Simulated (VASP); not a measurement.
# Cu3Si4Sb (I-42m) in VASP: single point with PBE

Aim: the single point of Cu3Si4Sb with PBE.

Program: VASP 6.6.1. These are calculated values, not measurements. Logs are shortened: lines on timing, memory, paths and dates and some standing lists are left out, and cuts for length are marked.

### 1 The cell of the first run

Symmetry: I-42m, No. 121, tetragonal system. Conventional cell: a = 5.214 Å, b = 5.214 Å, c = 10.389 Å, α = 90.00°, β = 90.00°, γ = 90.00°. Within 3.0 Å of Cu (site symmetry -42m) lie 4 Si at 2.25 Å. Cu (site symmetry -4) has 4 Si at 2.22 Å within 2.9 Å. Within 3.1 Å of Sb (site symmetry -42m) lie 4 Si at 2.34 Å. Within 2.9 Å of Si (site symmetry m) lie 3 Cu at 2.22 to 2.25 Å and 1 Sb at 2.34 Å.

### 2 Single point, PBE, collinear spin

INCAR reads:

```
SYSTEM = Cu3Si4Sb
PREC = Accurate ; ENCUT = 520
EDIFF = 1E-6 ; ISMEAR = -1
SIGMA = 0.1 ; LREAL = .False.
LASPH = .True. ; NELM = 150
ALGO = Normal ; ISIF = 2
LWAVE = .False. ; LCHARG = .False.
ISPIN = 2 ; MAGMOM = 1 1 1 0 0 0 0 0
LORBIT = 11 ; LMAXMIX = 4
GGA = PE ; NBANDS = 41
```

KPOINTS reads:

```
Automatic mesh
0
Gamma
  5 5 5
  0 0 0
```

POSCAR reads:

```
Cu3Si4Sb
1.0
    0.0000000000      5.2137838800      0.0000000000
    5.2137838800      0.0000000000      0.0000000000
    2.6068914400      2.6068914400     -5.1945339000
Cu Sb Si
3 1 4
Direct
    0.5000000000      0.5000000000      0.0000000000
    0.7500000000      0.2500000000      0.5000000000
    0.2500000000      0.7500000000      0.5000000000
    0.0000000000      0.0000000000      0.0000000000
    0.6108100000      0.6108100000      0.2625800000
    0.3891900000      0.8733900000      0.7374200000
    0.1266100000      0.1266100000      0.2625800000
    0.8733900000      0.3891900000      0.7374200000
```

Potentials or basis: VASP PAW PBE potentials, release 64 (Cu, Sb, Si).

Command:

```console
$ cat potpaw_PBE.64/Cu/POTCAR potpaw_PBE.64/Sb/POTCAR potpaw_PBE.64/Si/POTCAR > POTCAR
$ mpirun -np 1 vasp_std > vasp.out
```

OUTCAR:

```text
SYSTEM = Cu3Si4Sb
   PREC = Accurate
   ENCUT = 520
   EDIFF = 1E-6
   ISMEAR = -1
   LREAL = .False.
   LASPH = .True.
   NELM = 150
   ISIF = 2
   ISPIN = 2
   LORBIT = 11
   GGA = PE

 ion  position               nearest neighbor table
   1  0.500  0.500  0.000-   5 2.25   6 2.25   8 2.25   7 2.25
   2  0.750  0.250  0.500-   8 2.22   5 2.22   7 2.22   6 2.22
   3  0.250  0.750  0.500-   6 2.22   5 2.22   7 2.22   8 2.22
   4  0.000  0.000  0.000-   7 2.34   6 2.34   8 2.34   5 2.34
   5  0.611  0.611  0.263-   2 2.22   3 2.22   1 2.25   4 2.34
   6  0.389  0.873  0.737-   3 2.22   2 2.22   1 2.25   4 2.34
   7  0.127  0.127  0.263-   2 2.22   3 2.22   1 2.25   4 2.34
   8  0.873  0.389  0.737-   2 2.22   3 2.22   1 2.25   4 2.34

  LATTYP: Found a body centered tetragonal cell.
 ALAT       =     5.2137838800
 C/A-ratio  =     1.9926157353

  Lattice vectors:

 A1 = (  -2.6068914400,   2.6068924400,   5.1945339000)
 A2 = (   2.6068924400,  -2.6068914400,   5.1945339000)
 A3 = (   2.6068914400,   2.6068914400,  -5.1945339000)

Analysis of symmetry for initial positions (statically):
=====================================================================
 Subroutine PRICEL returns:
 Original cell was already a primitive cell.

 Routine SETGRP: Setting up the symmetry group for a
 body centered tetragonal supercell.

 Subroutine GETGRP returns: Found  8 space group operations
 (whereof  8 operations were pure point group operations)
 out of a pool of 16 trial point group operations.

The static configuration has the point symmetry D_2d.

Analysis of symmetry for dynamics (positions and initial velocities):
=====================================================================
 Subroutine PRICEL returns:
 Original cell was already a primitive cell.

 Routine SETGRP: Setting up the symmetry group for a
 body centered tetragonal supercell.

 Subroutine GETGRP returns: Found  8 space group operations
 (whereof  8 operations were pure point group operations)
 out of a pool of 16 trial point group operations.

The dynamic configuration has the point symmetry D_2d.

Analysis of structural, dynamic, and magnetic symmetry:
=====================================================================
 Subroutine PRICEL returns:
 Original cell was already a primitive cell.

 Routine SETGRP: Setting up the symmetry group for a
 body centered tetragonal supercell.

[... 151 lines left out ...]
  ---------------------------------------------------
  ext. energy  EPLUGINS =         0.00000000
  ---------------------------------------------------
  free energy    TOTEN  =       -31.13438112 eV

  energy without entropy =      -31.00919886  energy(sigma->0) =      -31.07178999

 E-fermi :   6.6455     XC(G=0): -10.4000

 val. band max:        6.6262103656   @ k =  -0.2000   0.0000   0.4000
 cond. band min:       6.6466371906   @ k =   0.4000   0.2000   0.0000
 fundamental gap:      0.0204268250
 Fermi energy:         6.6454559543

 spin component 1

 k-point     1 :       0.0000    0.0000    0.0000
  band No.  band energies     occupation
      1      -5.8551      1.00000
      2      -1.1096      1.00000
      3      -1.0252      1.00000
      4      -1.0191      1.00000
      5      -1.0191      1.00000
      6       1.5701      1.00000
[... 745 lines left out ...]
     38      12.7248      0.00000
     39      13.0310      0.00000
 Fermi energy:         6.6454559543

 spin component 2

 k-point     1 :       0.0000    0.0000    0.0000
  band No.  band energies     occupation
      1      -5.8551      1.00000
      2      -1.1095      1.00000
      3      -1.0252      1.00000
      4      -1.0191      1.00000
      5      -1.0191      1.00000
      6       1.5702      1.00000
[... 745 lines left out ...]
     38      12.7248      0.00000
     39      13.0310      0.00000
 [bands above 39 left out]

------------------------ aborting loop because EDIFF is reached ----------------------------------------

  FORCE on cell =-STRESS in cart. coord.  units (eV):
  Direction    XX          YY          ZZ          XY          YZ          ZX
  --------------------------------------------------------------------------------------
  -------------------------------------------------------------------------------------
  Total       17.1787594     17.1787594     16.4322726      0.0000000      0.0000016      0.0000016
  in kB      194.9170116    194.9170116    186.4470766      0.0000000      0.0000179      0.0000179
  external PRESSURE =     192.0936999 kB  Pullay stress =       0.0000000 kB

 VOLUME and BASIS-vectors are now :
 -----------------------------------------------------------------------------
  energy-cutoff  :      520.00
  volume of cell :      141.21
      direct lattice vectors                 reciprocal lattice vectors
     0.000000000  5.213783880  0.000000000     0.000000000  0.191799281  0.096255008
     5.213783880  0.000000000  0.000000000     0.191799281  0.000000000  0.096255008
     2.606891440  2.606891440 -5.194533900     0.000000000  0.000000000 -0.192510054

 POSITION                                       TOTAL-FORCE (eV/Angst)
 -----------------------------------------------------------------------------------
      2.60689      2.60689      0.00000         0.000000     -0.000000     -0.000000
      2.60689      5.21378     -2.59727         0.000000     -0.000000     -0.000000
      5.21378      2.60689     -2.59727        -0.000000      0.000000     -0.000000
      0.00000      0.00000      0.00000        -0.000000     -0.000000     -0.000000
      3.86915      3.86915     -1.36398        -1.554815     -1.554815     -1.146404
      6.47604      3.95153     -3.83055        -1.554815      1.554815      1.146404
      1.34463      1.34463     -1.36398         1.554815      1.554815     -1.146404
      3.95153      6.47604     -3.83055         1.554815     -1.554815      1.146404
 -----------------------------------------------------------------------------------
    total drift:                               -0.000009     -0.000009      0.000003

  FREE ENERGIE OF THE ION-ELECTRON SYSTEM (eV)
  ---------------------------------------------------
  free  energy   TOTEN  =       -31.1343811164 eV

  energy  without entropy=      -31.0091988561  energy(sigma->0) =      -31.07178999

 total charge

# of ion       s       p       d       tot
------------------------------------------
    1        0.592   0.464   9.124  10.180
    2        0.595   0.510   9.123  10.228
    3        0.595   0.510   9.123  10.228
    4        1.133   1.544   0.094   2.771
    5        0.829   0.875   0.000   1.704
    6        0.829   0.875   0.000   1.704
    7        0.829   0.875   0.000   1.704
    8        0.829   0.875   0.000   1.704
--------------------------------------------------
tot          6.232   6.529  27.464  40.224

 magnetization (x)

# of ion       s       p       d       tot
------------------------------------------
    1       -0.000  -0.000   0.000   0.000
    2       -0.000   0.000   0.000   0.000
    3       -0.000   0.000   0.000   0.000
    4        0.000   0.000   0.000   0.000
    5        0.000   0.000   0.000   0.000
    6        0.000   0.000   0.000   0.000
    7        0.000   0.000   0.000   0.000
    8        0.000   0.000   0.000   0.000
--------------------------------------------------
tot         -0.000   0.000   0.000   0.000
```

stdout:

```text
POSCAR found type information on POSCAR CuSbSi
 POSCAR found :  3 types and       8 ions
 scaLAPACK will be used
 LDA part: xc-table for (Slater+PW92), standard interpolation
 POSCAR, INCAR and KPOINTS ok, starting setup
 FFT: planning ... GRIDC
 FFT: planning ... GRID_SOFT
 FFT: planning ... GRID
 WAVECAR not read
 entering main loop
```

It took 3.7 min on 1 thread of Intel Xeon Platinum 8375C at 2.90GHz (Ice Lake), shared host; peak memory 0.41 GiB.

Results:

```
Free energy                                           : -31.1344 eV
Pressure                                              : 19.2 GPa
Largest force                                         : 2.480 eV/Å
Band gap on the k mesh                                : zero (filled and empty bands overlap)
Net moment                                            : 0.00 μB per cell
Valence electrons inside the program's atomic spheres : Cu 10.18, 10.23 (each value once); Sb 2.77; Si 1.70
```

Forces in eV/Å, atoms in the order of the input:
```
Cu   0.000  0.000  0.000
Cu   0.000  0.000  0.000
Cu   0.000  0.000  0.000
Sb   0.000  0.000  0.000
Si  -1.555 -1.555 -1.146
Si  -1.555  1.555  1.146
Si   1.555  1.555 -1.146
Si   1.555 -1.555  1.146
```

Levels at points of the mesh, in eV from the Fermi level:
Spin up:
```csv
k point,band 24,band 25,band 26,band 27,band 28,band 29,band 30,band 31
"(0.00, 0.00, 0.00)",-2.69,-1.99,-1.52,-0.85,-0.85,2.82,3.17,3.45
```
Spin down:
```csv
k point,band 25,band 26,band 27,band 28,band 29,band 30
"(0.00, 0.00, 0.00)",-1.99,-1.52,-0.85,-0.85,2.82,3.17
```

Caveat: the cell stands under pressure; spin-orbit coupling is left out, which moves the levels of the heavy elements; forces of over 1 eV/Å act on the atoms, so gaps and moduli don't describe the material at rest.
